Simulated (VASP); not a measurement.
Input of a VASP 6.6.1 run:

Contents of INCAR:

```
  PREC = Accurate
  ENCUT = 520
  EDIFF = 1E-6
  ISMEAR = -1
  SIGMA = 0.08
  LREAL = F
  LASPH = T
  NELM = 100
  ALGO = Normal
  ISIF = 2
  LWAVE = F
  LCHARG = T
  GGA = PE
  LELF = T
  LVHAR = T
  NBANDS = 17
```

File KPOINTS:

```
regular mesh
0
Gamma
  15 15 15
```

The input POSCAR:

```
Hf
1.0
   -2.5666643288      2.5666643288      1.4060128502
    2.5666643288     -2.5666643288      1.4060128502
    2.5666643288      2.5666643288     -1.4060128502
Hf
2
Direct
   -0.3750000000     -0.1250000000     -0.2500000000
    0.3750000000      0.1250000000      0.2500000000
```

Potentials or basis: VASP PAW PBE potentials, release 64 (Hf_pv).

Run with:

```console
$ cat potpaw_PBE.64/Hf_pv/POTCAR > POTCAR
$ mpirun -np 1 vasp_std > vasp.out
```

**Question.** Estimate the pressure.

**Answer.** 29.3 GPa.

**Question.** Predict the band gap on the k mesh.

**Answer.** Zero (bands 10 and 11 overlap by 1.18 eV).

Stress tensor (GPa, compression positive):
```
29.25  0.00  0.00
 0.00 29.25  0.00
 0.00  0.00 29.41
```

Caveat: the cell stands under pressure; spin-orbit coupling is left out, which moves the levels of the heavy elements.
